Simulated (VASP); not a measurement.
Write the native input for VASP 6.6.1 that does the following.

```
Task                   : single point
Functional             : PBE
Potentials or basis    : VASP PAW PBE potentials, release 64 (Zr_sv, In_d)
Cutoff                 : 500 eV
k mesh                 : 6 × 6 × 6
Occupations            : gaussian, width 0.1 eV
Spin                   : collinear spin
Starting moments       : [0.29, 0.29, 0.0, 0.0, 0.0] μB
Dipole correction      : no
Further INCAR settings : ALGO = Normal; EDIFF = 1e-06; NBANDS = 44
```

The structure of Zr2In3 lies in POSCAR:

```
Zr2In3
1.0
    2.9545387819      1.7058037611      3.9960282899
   -2.9545387819      1.7058037611      3.9960282899
    0.0000000000     -3.4116075222      3.9960282899
Zr In
2 3
Direct
    0.8817209224      0.8817209224      0.8817209224
    0.1182790776      0.1182790776      0.1182790776
    0.5000000000      0.0000000000      0.5000000000
    0.5000000000      0.5000000000      0.0000000000
    0.0000000000      0.5000000000      0.5000000000
```

The cell was generated, and may not be a known phase.

One way to write it, as run:

INCAR

```
PREC     = Accurate       # precision mode
ENCUT    = 500            # plane-wave cutoff, eV
EDIFF    = 1E-6           # SCF threshold, eV
ISMEAR   = 0              # smearing method
SIGMA    = 0.1            # smearing width, eV
LREAL    = F              # projectors in reciprocal space
LASPH    = T              # aspherical terms in the spheres
NELM     = 200            # most SCF steps
ALGO     = Normal         # electronic algorithm
ISIF     = 2              # what is computed and relaxed
LWAVE    = F              # write WAVECAR
LCHARG   = F              # write CHGCAR
ISPIN    = 2              # spin polarisation
MAGMOM   = 0.29 0.29 0 0 0 # initial moments
LORBIT   = 11             # projections on sites
LMAXMIX  = 4              # l up to which the mixer works
GGA      = PE             # functional
NBANDS   = 44             # bands
GGA_COMPAT= F
```

KPOINTS

```
Automatic mesh
0
Gamma
  6 6 6
```

Potentials or basis: VASP PAW PBE potentials, release 64 (Zr_sv, In_d).

Command:

```sh
$ cat potpaw_PBE.64/Zr_sv/POTCAR potpaw_PBE.64/In_d/POTCAR > POTCAR
$ mpirun -np 1 vasp_std > vasp.out
```

Results of the run:

```yaml
Pressure: 0.0 GPa
Largest_force: 0.006 eV/Å
Net_moment: 0.79 μB per cell
Site_moments: Zr +0.30; In -0.02 μB
Valence_electrons_inside_the_program's_atomic_spheres: Zr 9.77; In 11.50
```

Caveat: a moment this small can come from the mesh or the smearing.

Wall time 10 min on 1 thread of Intel Xeon 8259CL (shared host), peak memory 0.43 GiB.
